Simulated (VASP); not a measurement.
MgO, 4 atoms in the cell. Symmetry: P2_1, No. 4, monoclinic system. Conventional cell: a = 3.315 Å, b = 5.122 Å, c = 3.315 Å, α = 90.00°, β = 120.00°, γ = 90.00°. Mg (site symmetry 1) has 4 O at 1.99 to 2.01 Å within 2.6 Å. Within 2.6 Å of O (site symmetry 1) lie 4 Mg at 1.99 to 2.01 Å.  This cell differs from its parent crystal: atoms displaced along a vibrational mode.

* Program: VASP 6.6.1
* Task: single point
* Functional: PBE
* Potentials or basis: VASP PAW PBE potentials, release 64 (Mg, O)
* Cutoff: 520 eV
* k mesh: 9 × 9 × 6
* Occupations: gaussian, width 0.05 eV
* Spin: no spin polarisation
* Dipole correction: no
* Further INCAR settings: ALGO = Normal; EDIFF = 1e-07; NBANDS = 16

Potentials or basis: VASP PAW PBE potentials, release 64 (Mg, O).

The run is started by

```console
$ cat potpaw_PBE.64/Mg/POTCAR potpaw_PBE.64/O/POTCAR > POTCAR
$ mpirun -np 1 vasp_std > vasp.out
```

Hardware: 1 thread of Intel(R) Xeon(R) Platinum 8488C (Sapphire Rapids), with other jobs on the host.

Question: Estimate the wall time of this run.

Answer: Wall time 65 s on 1 thread of Intel(R) Xeon(R) Platinum 8488C (Sapphire Rapids), on a shared host, peak memory 0.26 GiB. Counts: scf iterations 13, k points 164.
